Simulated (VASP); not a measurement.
# Mg (C2/m) in VASP: single point with PBEsol

Aim: the single point of Mg with PBEsol.

Program: VASP 6.6.1. These are calculated values, not measurements. Logs are shortened: lines on timing, memory, paths and dates and some standing lists are left out, and cuts for length are marked.

**1. The cell of the first run**

Symmetry: C2/m, No. 12, monoclinic system. Conventional cell: a = 7.816 Å, b = 8.790 Å, c = 3.821 Å, α = 90.00°, β = 96.42°, γ = 90.00°. Mg (site symmetry 2/m) has 2 Mg at 3.82 Å within 5.0 Å.

**2. Single point, PBEsol**

INCAR reads:

```
PREC     = Accurate       # precision mode
ENCUT    = 520            # plane-wave cutoff, eV
EDIFF    = 1E-7           # SCF threshold, eV
ISMEAR   = -1             # smearing method
SIGMA    = 0.05           # smearing width, eV
LREAL    = F              # projectors in reciprocal space
LASPH    = T              # aspherical terms in the spheres
NELM     = 100            # most SCF steps
ALGO     = Normal         # electronic algorithm
ISIF     = 2              # what is computed and relaxed
LWAVE    = F              # write WAVECAR
LCHARG   = F              # write CHGCAR
GGA      = PS             # functional
NBANDS   = 7              # bands
```

KPOINTS reads:

```
Automatic mesh
0
Gamma
  4 4 6
```

POSCAR reads:

```
Mg
1.0
    3.9079910000     -4.3947970000      0.0000000000
    3.9079910000      4.3947970000      0.0000000000
   -0.4271980000      0.0000000000      3.7967590000
Mg
1
Direct
    0.0000000000      0.0000000000      0.0000000000
```

Potentials or basis: VASP PAW PBE potentials, release 64 (Mg).

The run is started by

```sh
$ cat potpaw_PBE.64/Mg/POTCAR > POTCAR
$ mpirun -np 1 vasp_std > vasp.out
```

OUTCAR:

```text
PREC = Accurate
   ENCUT = 520
   EDIFF = 1E-7
   ISMEAR = -1
   LREAL = F
   LASPH = T
   NELM = 100
   ISIF = 2
   GGA = PS

 ion  position               nearest neighbor table
   1  0.000  0.000  0.000-

  LATTYP: Found a base centered monoclinic cell.
 ALAT       =     7.8159820000
 B/A-ratio  =     1.1245668171
 C/A-ratio  =     0.4888338819
 COS(beta)  =    -0.1118109559

  Lattice vectors:

 A1 = (   3.9079910000,  -4.3947970000,   0.0000000000)
 A2 = (   3.9079910000,   4.3947970000,   0.0000000000)
 A3 = (  -0.4271980000,   0.0000000000,   3.7967590000)

Analysis of symmetry for initial positions (statically):
=====================================================================
 Subroutine PRICEL returns:
 Original cell was already a primitive cell.

 Routine SETGRP: Setting up the symmetry group for a
 base centered monoclinic supercell.

 Subroutine GETGRP returns: Found  4 space group operations
 (whereof  4 operations were pure point group operations)
 out of a pool of  4 trial point group operations.

The static configuration has the point symmetry C_2h.

Analysis of symmetry for dynamics (positions and initial velocities):
=====================================================================
 Subroutine PRICEL returns:
 Original cell was already a primitive cell.

 Routine SETGRP: Setting up the symmetry group for a
 base centered monoclinic supercell.

 Subroutine GETGRP returns: Found  4 space group operations
 (whereof  4 operations were pure point group operations)
 out of a pool of  4 trial point group operations.

The dynamic configuration has the point symmetry C_2h.

 Subroutine INISYM returns: Found  4 space group operations
 (whereof  4 operations are pure point group operations),
 and found     1 'primitive' translations

----------------------------------------------------------------------------------------

                                     Primitive cell

  volume of cell :     130.4174

  direct lattice vectors                    reciprocal lattice vectors
     3.907991000 -4.394797000  0.000000000     0.127942976 -0.113770898  0.014395695
     3.907991000  4.394797000  0.000000000     0.127942976  0.113770898  0.014395695
    -0.427198000  0.000000000  3.796759000     0.000000000  0.000000000  0.263382532

  length of vectors
     5.881040242  5.881040242  3.820716822     0.171815187  0.171815187  0.263382532

  position of ions in fractional coordinates (direct lattice)
     0.000000000  0.000000000  0.000000000

  ion indices of the primitive-cell ions
   primitive index   ion index
                 1           1

----------------------------------------------------------------------------------------

 KPOINTS: Automatic mesh

Automatic generation of k-mesh.
 Grid dimensions read from file:
 generate k-points for:    4    4    6

 Generating k-lattice:

  Cartesian coordinates                     Fractional coordinates (reciprocal lattice)
     0.031985744 -0.028442724  0.003598924     0.250000000 -0.000000000  0.000000000
     0.031985744  0.028442724  0.003598924    -0.000000000  0.250000000  0.000000000
     0.000000000  0.000000000  0.043897089     0.000000000  0.000000000  0.166666667

  Length of vectors
     0.042953797  0.042953797  0.043897089

  Shift w.r.t. Gamma in fractional coordinates (k-lattice)
     0.000000000  0.000000000  0.000000000

 Subroutine IBZKPT returns following result:
 ===========================================

 Found     34 irreducible k-points:

 Following reciprocal coordinates:
            Coordinates               Weight
  0.000000  0.000000  0.000000      1.000000
  0.250000 -0.000000  0.000000      4.000000
  0.500000 -0.000000  0.000000      2.000000
  0.250000  0.250000  0.000000      2.000000
  0.500000  0.250000  0.000000      4.000000
 -0.250000  0.250000  0.000000      2.000000
[... 16 lines left out ...]
  0.500000  0.250000  0.333333      4.000000
 -0.250000  0.250000  0.333333      4.000000
 [... further k-points ...]
   k-points           NKPTS =     34   k-points in BZ     NKDIM =     34   number of bands    NBANDS=      7
   number of dos      NEDOS =    301   number of ions     NIONS =      1
   total plane-waves  NPLWV =  64512
   dimension x,y,z NGX =    48 NGY =   48 NGZ =   28
   dimension x,y,z NGXF=    96 NGYF=   96 NGZF=   56
   ions per type =               1
   NGX,Y,Z   is equivalent  to a cutoff of  13.57, 13.57, 12.18 a.u.
   NGXF,Y,Z  is equivalent  to a cutoff of  27.14, 27.14, 24.37 a.u.
 SYSTEM =  unknown system
   PREC   = accura    normal or accurate (medium, high low for compatibility)
   ISTART =      0    job   : 0-new  1-cont  2-samecut
   ICHARG =      2    charge: 1-file 2-atom 10-const
   ISPIN  =      1    spin polarized calculation?
   LNONCOLLINEAR =      F non collinear calculations
   LSORBIT =      F    spin-orbit coupling
   LASPH  =      T    aspherical Exc in radial PAW
   ENCUT  =  520.0 eV  38.22 Ry    6.18 a.u.  10.93 10.93  7.10*2*pi/ulx,y,z
   NELM   =    100;   NELMIN=  2; NELMDL= -5     # of ELM steps
   EDIFF  = 0.1E-06   stopping-criterion for ELM
   LREAL  =      F    real-space projection
   EDIFFG = 0.1E-05   stopping-criterion for IOM
   NSW    =      0    number of steps for IOM
   IBRION =     -1    ionic relax: 0-MD 1-quasi-New 2-CG
   NFREE  =      0    steps in history (QN), initial steepest desc. (CG)
   ISIF   =      2    stress and relaxation
   ISYM   =      2    0-nonsym 1-usesym 2-fastsym
   POTIM  = 0.5000    time-step for ionic-motion
   TEBEG  =    0.0;   TEEND  =   0.0 temperature during run
   PSTRESS=    0.0 pullay stress
   NELECT =       2.0000    total number of electrons
   NUPDOWN=      -1.0000    fix difference up-down
   EMIN   =  10.00;   EMAX   =-10.00  energy-range for DOS
   EFERMI =   0.00;   METHOD = LEGACY
   ISMEAR =    -1;   SIGMA  =   0.05  broadening in eV -4-tet -1-fermi 0-gaus
   EFERMI_NEDOS =   21; number of points for ismear=-14 and -15
   IALGO  =     38    algorithm
   IMIX   =      4    mixing-type and parameters
     AMIX     =   0.40;   BMIX     =  1.00
     AMIX_MAG =   1.60;   BMIX_MAG =  1.00
  volume/ion in A,a.u.               =     130.42       880.10
  Fermi-wavevector in a.u.,A,eV,Ry     =   0.406730  0.768609  2.250804  0.165429
  Thomas-Fermi vector in A             =   1.359900
   LORBIT       =      0    0 simple, 1 ext, 2 COOP (PROOUT), +10 PAW based schemes
   GGA     = PS    functional components
   LHFCALC =     F    Hartree Fock is set to
   AEXX    =    0.0000 exact exchange contribution
   IVDW    =     0    specifies the selected vdW correction
   LEPSILON=     F    determine dielectric tensor
   LRPA    =     F    only Hartree local field effects (RPA)
 non-spin polarized calculation
  energy-cutoff  :      520.00
  volume of cell :      130.42
 maximum number of plane-waves:      3532
 NGX is ok and might be reduce to    48
   NGX = 21   NGY = 21   NGZ = 15

 number of electron       2.0000000 magnetization

 Free energy of the ion-electron system (eV)
  ---------------------------------------------------
  ext. energy  EPLUGINS =         0.00000000
  ---------------------------------------------------
  free energy    TOTEN  =        -0.18275459 eV

  energy without entropy =       -0.18250504  energy(sigma->0) =       -0.18262982

 E-fermi :  -1.7811     XC(G=0):  -3.6780

 val. band max:       -1.9981633775   @ k =   0.5000   0.5000   0.5000
 cond. band min:      -1.5425811417   @ k =   0.0000   0.0000   0.5000
 fundamental gap:      0.4555822357
 Fermi energy:        -1.7811408309

 k-point     1 :       0.0000    0.0000    0.0000
  band No.  band energies     occupation
      1      -4.5823      2.00000
      2       0.0389      0.00000
      3       0.1723      0.00000
      4       1.3772      0.00000
      5       2.0716      0.00000
      6       4.7376      0.00000
      7       4.8146      0.00000

 k-point     2 :       0.2500   -0.0000    0.0000
  band No.  band energies     occupation
      1      -4.4690      2.00000
      2      -0.8790      0.00000
      3       0.1889      0.00000
      4       1.8791      0.00000
      5       3.1873      0.00000
      6       3.8427      0.00000
      7       4.8626      0.00000

 k-point     3 :       0.5000   -0.0000    0.0000
  band No.  band energies     occupation
      1      -4.3344      2.00000
      2      -1.4677      0.00378
      3       0.2825      0.00000
      4       2.1007      0.00000
      5       3.5037      0.00000
      6       3.6831      0.00000
      7       4.9198      0.00000

 k-point     4 :       0.2500    0.2500    0.0000
  band No.  band energies     occupation
      1      -4.3501      2.00000
      2      -0.8673      0.00000
      3      -0.7288      0.00000
      4       2.7500      0.00000
      5       3.6533      0.00000
      6       3.6775      0.00000
      7       4.9094      0.00000

 k-point     5 :       0.5000    0.2500    0.0000
  band No.  band energies     occupation
      1      -4.2338      2.00000
      2      -1.3122      0.00017
      3      -0.5672      0.00000
      4       1.8538      0.00000
      5       3.6104      0.00000
      6       4.9685      0.00000
      7       5.5961      0.00000

 k-point     6 :      -0.2500    0.2500    0.0000
  band No.  band energies     occupation
      1      -4.3715      2.00000
      2      -0.7502      0.00000
      3      -0.5932      0.00000
      4       2.1204      0.00000
      5       3.3081      0.00000
      6       3.5361      0.00000
      7       4.9173      0.00000

 k-point     7 :       0.5000    0.5000    0.0000
  band No.  band energies     occupation
      1      -4.1169      2.00000
      2      -1.2307      0.00003
      3      -0.9711      0.00000
      4       1.1060      0.00000
      5       5.0223      0.00000
      6       5.6891      0.00000
      7       5.9027      0.00000
[... 121 lines left out ...]
 k-point    20 :       0.5000   -0.0000    0.3333
  band No.  band energies     occupation
      1      -3.2336      2.00000
      2      -0.3876      0.00000
      3       0.1974      0.00000
      4       1.2294      0.00000
      5       3.2054      0.00000
      6       3.2887      0.00000
      7       4.3384      0.00000

 k-point    21 :      -0.2500    0.0000    0.3333
  band No.  band energies     occupation
      1      -3.3925      2.00000
      2       0.1435      0.00000
      3       0.3450      0.00000
      4       1.1394      0.00000
      5       2.9291      0.00000
      6       3.4535      0.00000
      7       4.1288      0.00000

 k-point    22 :       0.2500    0.2500    0.3333
  band No.  band energies     occupation
      1      -3.1944      2.00000
      2       0.0550      0.00000
      3       0.1506      0.00000
      4       0.1815      0.00000
      5       3.4216      0.00000
      6       4.0344      0.00000
      7       4.1778      0.00000

 k-point    23 :       0.5000    0.2500    0.3333
  band No.  band energies     occupation
      1      -3.1126      2.00000
      2      -0.2012      0.00000
      3       0.2294      0.00000
      4       0.3685      0.00000
      5       2.7186      0.00000
      6       3.3221      0.00000
      7       4.2434      0.00000

 k-point    24 :      -0.2500    0.2500    0.3333
  band No.  band energies     occupation
      1      -3.2667      2.00000
      2       0.1340      0.00000
      3       0.2170      0.00000
      4       0.5587      0.00000
      5       3.1988      0.00000
      6       3.5938      0.00000
      7       4.2383      0.00000

 [... further k-points ...]

------------------------ aborting loop because EDIFF is reached ----------------------------------------

  FORCE on cell =-STRESS in cart. coord.  units (eV):
  Direction    XX          YY          ZZ          XY          YZ          ZX
  --------------------------------------------------------------------------------------
  -------------------------------------------------------------------------------------
  Total       -0.0890557     -0.1071689     -0.3635965      0.0000000      0.0000000      0.0261610
  in kB       -1.0940490     -1.3165697     -4.4667837      0.0000000      0.0000000      0.3213874
  external PRESSURE =      -2.2924675 kB  Pullay stress =       0.0000000 kB

 VOLUME and BASIS-vectors are now :
 -----------------------------------------------------------------------------
  energy-cutoff  :      520.00
  volume of cell :      130.42
      direct lattice vectors                 reciprocal lattice vectors
     3.907991000 -4.394797000  0.000000000     0.127942976 -0.113770898  0.014395695
     3.907991000  4.394797000  0.000000000     0.127942976  0.113770898  0.014395695
    -0.427198000  0.000000000  3.796759000     0.000000000  0.000000000  0.263382532

 POSITION                                       TOTAL-FORCE (eV/Angst)
 -----------------------------------------------------------------------------------
      0.00000      0.00000      0.00000         0.000000      0.000000      0.000000
 -----------------------------------------------------------------------------------
    total drift:                                0.000000     -0.000000      0.000000

  FREE ENERGIE OF THE ION-ELECTRON SYSTEM (eV)
  ---------------------------------------------------
  free  energy   TOTEN  =        -0.1827545927 eV

  energy  without entropy=       -0.1825050443  energy(sigma->0) =       -0.18262982
```

Run time: 25 s. Hardware: 1 thread of Intel Xeon Platinum 8259CL at 2.50GHz (Skylake/Cascade Lake), shared host; peak memory 0.24 GiB.

Results:

| Item | Value |
| --- | --- |
| Free energy | -0.1828 eV |
| Pressure | -0.2 GPa |
| Band gap on the k mesh | 0.46 eV (least direct gap 0.84 eV) |

Caveat: the PAW data sets were made with another functional, which shifts forces and pressure a little. A k mesh can miss the band edges.
